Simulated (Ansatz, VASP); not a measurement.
# One calculation of TiAl, two programs

INCAR

```
PREC = Accurate
ENCUT = 520
EDIFF = 1E-6
ISMEAR = 0
SIGMA = 0.15
LREAL = False
LASPH = True
NELM = 60
ALGO = Fast
ISIF = 2
LWAVE = False
LCHARG = False
GGA = PS
NBANDS = 14
```

Contents of KPOINTS:

```
Automatic mesh
0
Gamma
  18 18 10
```

The input POSCAR:

```
TiAl
1.0
    2.8672622327      0.0000000000      0.0000000000
   -1.4336311163      2.4831219328      0.0000000000
    0.0000000000      0.0000000000      4.6780830000
Ti Al
1 1
Direct
   -0.2333979206     -0.1708591363      0.0000000000
    0.3333333333      0.6666666667      0.5000000000
```

Input for Ansatz:

```yaml
crystal:
  lattice:
    - [2.8672622327, 0.0, 0.0]
    - [-1.4336311163, 2.4831219328, 0.0]
    - [0.0, 0.0, 4.678083]
  atoms:
    - { symbol: Ti, position: [-0.2333979206, -0.1708591363, 0.0] }
    - { symbol: Al, position: [0.3333333333, 0.6666666667, 0.5] }
basis:
  ecutwfc: 420
kpoints:
  mp_grid: { grid: [18, 18, 10] }
hamiltonian:
  xc: pbesol
scf:
  occupations: { method: gaussian, width: 0.15 }
output:
  forces: true
  stress: true
  eigenvalues: true
```

Alike in both runs: task single point; functional PBEsol; k mesh 18 × 18 × 10; occupations gaussian, width 0.15 eV; no spin polarisation.

```csv
,VASP,Ansatz
version,VASP 6.6.1,Ansatz 0.2.0
potentials or method,"VASP PAW PBE potentials, release 64 (Ti_sv, Al), cutoff 520 eV","scalar-relativistic, plane waves, PAW"
valence electrons in the cell,15,15
```

Ansatz gave:

| Quantity | Value |
| --- | --- |
| gap on the k mesh at the Fermi level (eV) | none |
| pressure (GPa) | 0.6 |
| traceless stress, the component that is largest in VASP (GPa) | -8.61 |
| rms of the force components (eV/Å) | 0.859 |

Problem. What did VASP give for the same quantities?

Solution. gap on the k mesh at the Fermi level (eV): none; pressure (GPa): 0.6; traceless stress, the component that is largest in VASP (GPa): -8.63; rms of the force components (eV/Å): 0.858.

VASP's potentials were made for PBE, not for PBEsol. Atom by atom the forces differ by 0.001 eV/Å (rms over components). A gap of «none» marks a metal or a gap that the smearing closes.
